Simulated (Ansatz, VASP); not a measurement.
**Two plane-wave programs on CsBa3**

INCAR

```
SYSTEM = CsBa3
  PREC = Accurate
  ENCUT = 520
  EDIFF = 1E-7
  ISMEAR = -1
  SIGMA = 0.1
  LREAL = .False.
  LASPH = .True.
  NELM = 100
  ALGO = Normal
  ISIF = 2
  LWAVE = .False.
  LCHARG = .False.
  GGA = PE
  NBANDS = 28
```

The input KPOINTS:

```
Automatic mesh
0
Gamma
  4 4 4
  0 0 0
```

The input POSCAR:

```
CsBa3
1.0
    6.6043710000      0.0000000000      0.0000000000
    0.0000000000      6.6043710000      0.0000000000
    0.0000000000      0.0000000000      6.6043710000
Cs Ba
1 3
Direct
    0.0000000000      0.0000000000      0.0000000000
    0.0000000000      0.5000000000      0.5000000000
    0.5000000000      0.0000000000      0.5000000000
    0.5000000000      0.5000000000      0.0000000000
```

Input for Ansatz:

```yaml
crystal:
  lattice:
    - [6.604371, 0.0, 0.0]
    - [0.0, 6.604371, 0.0]
    - [0.0, 0.0, 6.604371]
  atoms:
    - { symbol: Cs, position: [0.0, 0.0, 0.0] }
    - { symbol: Ba, position: [0.0, 0.5, 0.5] }
    - { symbol: Ba, position: [0.5, 0.0, 0.5] }
    - { symbol: Ba, position: [0.5, 0.5, 0.0] }
kpoints:
  mp_grid:
    grid: [4, 4, 4]
hamiltonian:
  xc: pbe
scf:
  occupations:
    method: fermi_dirac
    width: 0.1
output:
  stress: true
```

Alike in both runs: task single point; functional PBE; k mesh 4 × 4 × 4; occupations fermi-dirac, width 0.1 eV; no spin polarisation.

|  | VASP | Ansatz |
| --- | --- | --- |
| version | VASP 6.6.1 | Ansatz 0.2.0 |
| potentials or method | VASP PAW PBE potentials, release 64 (Cs_sv, Ba_sv) | plane waves, PAW |
| plane-wave cutoff (eV) | 520 | 420 |
| valence electrons in the cell | 39 | 39 |

```csv
,VASP,Ansatz,Ansatz less VASP
pressure (GPa),0.0,0.0,-0.02
```

Neither program's run includes spin-orbit coupling.
